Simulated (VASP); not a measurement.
LiNbO3, 40 atoms in the cell. The typed cell holds 40 atoms: a = 5.550 Å, b = 11.101 Å, c = 11.101 Å, α = 55.75°, β = 55.75°, γ = 55.75°. 

| Quantity | Value |
| --- | --- |
| Program | VASP 6.6.1 |
| Task | single point |
| Functional | HSE06 |
| Potentials or basis | VASP PAW PBE potentials, release 64 (Li_sv, Nb_sv, O) |
| Cutoff | 520 eV |
| k mesh | 1 × 1 × 1, shifted |
| Occupations | fermi-dirac, width 0.01 eV |
| Spin | no spin polarisation |
| Dipole correction | no |
| Grid for exact exchange (PRECFOCK) | Fast |
| Further INCAR settings | LREAL = Auto; ALGO = Normal; EDIFF = 1e-06; NBANDS = 162 |
| Share of exact exchange | 0.25 |
| Screening parameter | 0.2079 1/Å |

Potentials or basis: VASP PAW PBE potentials, release 64 (Li_sv, Nb_sv, O).

Command:

```bash
$ cat potpaw_PBE.64/Li_sv/POTCAR potpaw_PBE.64/Nb_sv/POTCAR potpaw_PBE.64/O/POTCAR > POTCAR
$ cp INCAR.step1 INCAR
$ mpirun -np 1 vasp_std > vasp.out
$ cp INCAR.step2 INCAR
$ mpirun -np 1 vasp_std > vasp.out
```

Hardware: 1 thread of Oxide Virtual Turin-like Processor, on a shared host.

**Question.** Estimate the wall time of this run.

**Answer.** Run time: 66 min on 1 thread of Oxide Virtual Turin-like Processor, with other jobs on the host, peak memory 0.85 GiB. Counts: k points 1.
